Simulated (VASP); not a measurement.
# HfSi (zincblende type) (F-43m) in VASP: a series of runs, part 3 of 3

VASP 6.6.1. Earlier steps stand in the parts before.

### 4 Relaxation of cell and atoms, PBEsol, target pressure 190 GPa, at which the enthalpy is minimised

This run uses another cell than the first one, of 11.41 Å³/atom, 0.933 times its volume.

Input file INCAR:

```
  PREC = Accurate
  ENCUT = 500
  EDIFF = 1E-7
  ISMEAR = -1
  SIGMA = 0.1
  LREAL = F
  LASPH = T
  NELM = 120
  ALGO = Normal
  ISIF = 3
  LWAVE = F
  LCHARG = F
  GGA = PS
  IBRION = 2
  NSW = 60
  EDIFFG = -0.005
  PSTRESS = 1900.0
  GGA_COMPAT = F
  NELMIN = 4
```

Input file KPOINTS:

```
regular mesh
0
Gamma
  13 13 13
```

Input file POSCAR:

```
HfSi
1.0
    0.0000000000      2.2510958547      2.2510958547
    2.2510958547      0.0000000000      2.2510958547
    2.2510958547      2.2510958547      0.0000000000
Hf Si
1 1
Direct
    0.0000000000      0.0000000000      0.0000000000
    0.2500000000      0.2500000000      0.2500000000
```

Potentials or basis: VASP PAW PBE potentials, release 64 (Hf_pv, Si).

The run is started by

```sh
$ cat potpaw_PBE.64/Hf_pv/POTCAR potpaw_PBE.64/Si/POTCAR > POTCAR
$ mpirun -np 1 vasp_std > vasp.out
```

OUTCAR:

```text
PREC = Accurate
   ENCUT = 500
   EDIFF = 1E-7
   ISMEAR = -1
   LREAL = F
   LASPH = T
   NELM = 120
   ISIF = 3
   GGA = PS
   IBRION = 2
   NSW = 60
   EDIFFG = -0.005
   PSTRESS = 1900.0
   NELMIN = 4

 ion  position               nearest neighbor table
   1  0.000  0.000  0.000-   2 1.95   2 1.95   2 1.95   2 1.95
   2  0.250  0.250  0.250-   1 1.95   1 1.95   1 1.95   1 1.95

  LATTYP: Found a face centered cubic cell.
 ALAT       =     4.5021917094

  Lattice vectors:

 A1 = (   0.0000000000,   2.2510958547,   2.2510958547)
 A2 = (   2.2510958547,   0.0000000000,   2.2510958547)
 A3 = (   2.2510958547,   2.2510958547,   0.0000000000)

Analysis of symmetry for initial positions (statically):
=====================================================================
 Subroutine PRICEL returns:
 Original cell was already a primitive cell.

 Routine SETGRP: Setting up the symmetry group for a
 face centered cubic supercell.

 Subroutine GETGRP returns: Found 24 space group operations
 (whereof 24 operations were pure point group operations)
 out of a pool of 48 trial point group operations.

The static configuration has the point symmetry T_d .

Analysis of symmetry for dynamics (positions and initial velocities):
=====================================================================
 Subroutine PRICEL returns:
 Original cell was already a primitive cell.

 Routine SETGRP: Setting up the symmetry group for a
 face centered cubic supercell.

 Subroutine GETGRP returns: Found 24 space group operations
 (whereof 24 operations were pure point group operations)
 out of a pool of 48 trial point group operations.

The dynamic configuration has the point symmetry T_d .

 Subroutine INISYM returns: Found 24 space group operations
 (whereof 24 operations are pure point group operations),
 and found     1 'primitive' translations

----------------------------------------------------------------------------------------

                                     Primitive cell

  volume of cell :      22.8146

  direct lattice vectors                    reciprocal lattice vectors
     0.000000000  2.251095855  2.251095855    -0.222114042  0.222114042  0.222114042
     2.251095855  0.000000000  2.251095855     0.222114042 -0.222114042  0.222114042
     2.251095855  2.251095855  0.000000000     0.222114042  0.222114042 -0.222114042

  length of vectors
     3.183530288  3.183530288  3.183530288     0.384712806  0.384712806  0.384712806

  position of ions in fractional coordinates (direct lattice)
     0.000000000  0.000000000  0.000000000
     0.250000000  0.250000000  0.250000000

  ion indices of the primitive-cell ions
   primitive index   ion index
                 1           1
                 2           2

----------------------------------------------------------------------------------------

 KPOINTS: regular mesh

Automatic generation of k-mesh.
 Grid dimensions read from file:
 generate k-points for:   13   13   13

 Generating k-lattice:

  Cartesian coordinates                     Fractional coordinates (reciprocal lattice)
    -0.017085696  0.017085696  0.017085696     0.076923077  0.000000000  0.000000000
     0.017085696 -0.017085696  0.017085696     0.000000000  0.076923077  0.000000000
     0.017085696  0.017085696 -0.017085696     0.000000000  0.000000000  0.076923077

  Length of vectors
     0.029593293  0.029593293  0.029593293

  Shift w.r.t. Gamma in fractional coordinates (k-lattice)
     0.000000000  0.000000000  0.000000000

 Subroutine IBZKPT returns following result:
 ===========================================

 Found     84 irreducible k-points:

 Following reciprocal coordinates:
            Coordinates               Weight
  0.000000  0.000000  0.000000      1.000000
  0.076923  0.000000  0.000000      8.000000
  0.153846  0.000000  0.000000      8.000000
  0.230769  0.000000  0.000000      8.000000
  0.307692  0.000000  0.000000      8.000000
  0.384615  0.000000  0.000000      8.000000
[... 16 lines left out ...]
  0.384615  0.153846  0.000000     24.000000
  0.461538  0.153846  0.000000     24.000000
 [... further k-points ...]
   k-points           NKPTS =     84   k-points in BZ     NKDIM =     84   number of bands    NBANDS=     11
   number of dos      NEDOS =    301   number of ions     NIONS =      2
   total plane-waves  NPLWV =  13824
   dimension x,y,z NGX =    24 NGY =   24 NGZ =   24
   dimension x,y,z NGXF=    48 NGYF=   48 NGZF=   48
   ions per type =               1   1
   NGX,Y,Z   is equivalent  to a cutoff of  12.53, 12.53, 12.53 a.u.
   NGXF,Y,Z  is equivalent  to a cutoff of  25.07, 25.07, 25.07 a.u.
 SYSTEM =  unknown system
   PREC   = accura    normal or accurate (medium, high low for compatibility)
   ISTART =      0    job   : 0-new  1-cont  2-samecut
   ICHARG =      2    charge: 1-file 2-atom 10-const
   ISPIN  =      1    spin polarized calculation?
   LNONCOLLINEAR =      F non collinear calculations
   LSORBIT =      F    spin-orbit coupling
   LASPH  =      T    aspherical Exc in radial PAW
   ENCUT  =  500.0 eV  36.75 Ry    6.06 a.u.   5.80  5.80  5.80*2*pi/ulx,y,z
   NELM   =    120;   NELMIN=  4; NELMDL= -5     # of ELM steps
   EDIFF  = 0.1E-06   stopping-criterion for ELM
   LREAL  =      F    real-space projection
   EDIFFG = -.5E-02   stopping-criterion for IOM
   NSW    =     60    number of steps for IOM
   IBRION =      2    ionic relax: 0-MD 1-quasi-New 2-CG
   NFREE  =      1    steps in history (QN), initial steepest desc. (CG)
   ISIF   =      3    stress and relaxation
   ISYM   =      2    0-nonsym 1-usesym 2-fastsym
   POTIM  = 0.5000    time-step for ionic-motion
   TEBEG  =    0.0;   TEEND  =   0.0 temperature during run
   PSTRESS= 1900.0 pullay stress
   NELECT =      14.0000    total number of electrons
   NUPDOWN=      -1.0000    fix difference up-down
   EMIN   =  10.00;   EMAX   =-10.00  energy-range for DOS
   EFERMI =   0.00;   METHOD = LEGACY
   ISMEAR =    -1;   SIGMA  =   0.10  broadening in eV -4-tet -1-fermi 0-gaus
   EFERMI_NEDOS =   21; number of points for ismear=-14 and -15
   IALGO  =     38    algorithm
   IMIX   =      4    mixing-type and parameters
     AMIX     =   0.40;   BMIX     =  1.00
     AMIX_MAG =   1.60;   BMIX_MAG =  1.00
  volume/ion in A,a.u.               =      11.41        76.98
  Fermi-wavevector in a.u.,A,eV,Ry     =   1.391170  2.628930 26.332088  1.935354
  Thomas-Fermi vector in A             =   2.515035
   LORBIT       =      0    0 simple, 1 ext, 2 COOP (PROOUT), +10 PAW based schemes
   GGA     = PS    functional components
   LHFCALC =     F    Hartree Fock is set to
   AEXX    =    0.0000 exact exchange contribution
   IVDW    =     0    specifies the selected vdW correction
   LEPSILON=     F    determine dielectric tensor
   LRPA    =     F    only Hartree local field effects (RPA)
 conjugate gradient relaxation of ions
 non-spin polarized calculation
  energy-cutoff  :      500.00
  volume of cell :       22.81
 maximum number of plane-waves:       589
   NGX = 11   NGY = 11   NGZ = 11

--------------------------------------- Ionic step        1  -------------------------------------------

 number of electron      13.9999998 magnetization

 Free energy of the ion-electron system (eV)
  ---------------------------------------------------
  ext. energy  EPLUGINS =         0.00000000
  ---------------------------------------------------
  free energy    TOTEN  =        -2.90855331 eV

  energy without entropy =       -2.88292094  energy(sigma->0) =       -2.89573713

 E-fermi :  10.4255     XC(G=0): -13.3337

 val. band max:       10.3964019532   @ k =  -0.2308   0.1538   0.0000
 cond. band min:      10.4269712744   @ k =   0.3846   0.2308   0.0769
 fundamental gap:      0.0305693212
 Fermi energy:        10.4255079770

 k-point     1 :       0.0000    0.0000    0.0000
  band No.  band energies     occupation
      1     -19.0776      2.00000
      2     -19.0776      2.00000
      3     -19.0776      2.00000
      4      -1.1871      2.00000
      5       7.2358      2.00000
      6       7.2358      2.00000
      7       7.2358      2.00000
      8      11.7456      0.00000
      9      11.7456      0.00000
     10      19.9778      0.00000
     11      20.2176      0.00000
[... 431 lines left out ...]
  energy  without entropy=       -5.8541319682  energy(sigma->0) =       -5.86608340

  enthalpy is  TOTEN    =        23.8925788436 eV   P V=       29.7706136665

[... ionic steps 4 to 14 ...]

--------------------------------------- Ionic step       15  -------------------------------------------

 number of electron      14.0000003 magnetization

------------------------ aborting loop because EDIFF is reached ----------------------------------------
[... 71 lines left out ...]
--------------------------------------- Ionic step       17  -------------------------------------------

 number of electron      14.0000003 magnetization

 Free energy of the ion-electron system (eV)
  ---------------------------------------------------
  ext. energy  EPLUGINS =         0.00000000
  ---------------------------------------------------
  free energy    TOTEN  =        -5.36657712 eV

  energy without entropy =       -5.34272998  energy(sigma->0) =       -5.35465355

 E-fermi :   9.5934     XC(G=0): -12.9376

 val. band max:        9.5757330960   @ k =   0.3846   0.2308   0.0769
 cond. band min:       9.6317971722   @ k =   0.2308   0.1538   0.0769
 fundamental gap:      0.0560640762
 Fermi energy:         9.5933575641

 k-point     1 :       0.0000    0.0000    0.0000
  band No.  band energies     occupation
      1     -19.9577      2.00000
      2     -19.9577      2.00000
      3     -19.9577      2.00000
      4      -1.8728      2.00000
      5       6.5260      2.00000
      6       6.5260      2.00000
      7       6.5260      2.00000
      8      10.9618      0.00000
      9      10.9618      0.00000
     10      18.4123      0.00000
     11      19.0104      0.00000
[... 355 lines left out ...]
  energy  without entropy=       -5.3427299802  energy(sigma->0) =       -5.35465355

  enthalpy is  TOTEN    =        23.8788049901 eV   P V=       29.2453821146

 reached required accuracy - stopping structural energy minimisation
```

It took 3 min on 1 thread of Intel Xeon Platinum 8488C (Sapphire Rapids), shared host; peak memory 0.16 GiB.

Results:

```
Free energy                                            : -5.3666 eV
Relaxed volume                                         : 12.33 Å³/atom
Relaxed cell                                           : a = 3.267 Å, b = 3.267 Å, c = 3.267 Å, α = 60.00°, β = 60.00°, γ = 60.00°
Space group after relaxing (to 0.05 Å)                 : F-43m (No. 216)
Energy change on relaxing (the enthalpy is what falls) : -1229.0 meV/atom
Ionic steps                                            : 17
Pressure after relaxing                                : 190.0 GPa
Band gap on the k mesh                                 : zero (band 7 reaches 11.37 eV, above the bottom of band 8 at 8.38 eV)
```

Step by step:
```csv
step,energy change (eV),largest force (eV/Å),pressure (GPa),volume (Å³)
1,0.0000,0.0000,238.79,22.81
2,-10.0841,0.0000,50.62,36.32
3,-2.9695,0.0000,180.17,25.10
4,-2.4776,0.0000,189.61,24.68
5,-2.4322,0.0000,190.49,24.64
6,-2.4337,0.0000,190.47,24.64
7,-2.4380,0.0000,190.38,24.64
8,-2.4381,0.0000,190.38,24.64
9,-2.4382,0.0000,190.38,24.64
10,-2.4384,0.0000,190.37,24.64
11,-2.4388,0.0000,190.37,24.64
12,-2.4395,0.0000,190.35,24.65
13,-2.4411,0.0000,190.32,24.65
14,-2.4442,0.0000,190.26,24.65
15,-2.4505,0.0000,190.14,24.65
16,-2.4629,0.0000,189.91,24.67
17,-2.4580,0.0000,189.99,24.66
```

Final structure:
```xyz
2
Lattice="0.0000 2.3103 2.3103 2.3103 0.0000 2.3103 2.3103 2.3103 0.0000" Properties=species:S:1:pos:R:3 pbc="T T T"
Hf    0.0000    0.0000    0.0000
Si    1.1551    1.1551    1.1551
```

Levels at points of the mesh, in eV from the Fermi level:
```tsv
k point	band 5	band 6	band 7	band 8	band 9	band 10
(0.00, 0.00, 0.00)	-3.07	-3.07	-3.07	1.37	1.37	8.82
```

Caveat: the cell is relaxed towards a set pressure, so the enthalpy falls and the energy may rise; the PAW data sets were made with another functional, which shifts forces and pressure a little; spin-orbit coupling is left out, which moves the levels of the heavy elements.

### 5 Overview

```csv
task,cell,gap on the mesh (eV),pressure (GPa)
single point,"a = 3.258 Å, angles 60.0°, 2 atoms",none,195.1
single point,"a = 3.257 Å, angles 60.0°, 2 atoms",none,195.5
relaxation of cell and atoms,"relaxed to 190 GPa from a = 3.184 Å, angles 60.0°, 2 atoms",none,190.0
```

Alike in all rows: level PBEsol; potentials or basis VASP PAW PBE potentials, release 64 (Hf_pv, Si); no spin polarisation; k mesh 13 × 13 × 13; cutoff (eV) 500; smearing fermi-dirac 0.1 eV.

Caveats: the PAW data sets were made with another functional, which shifts forces and pressure a little; spin-orbit coupling is left out, which moves the levels of the heavy elements; the cell is relaxed towards a set pressure, so the enthalpy falls and the energy may rise (some runs).

Total energies depend on the potentials used, so only differences within one code and one set of settings carry meaning.
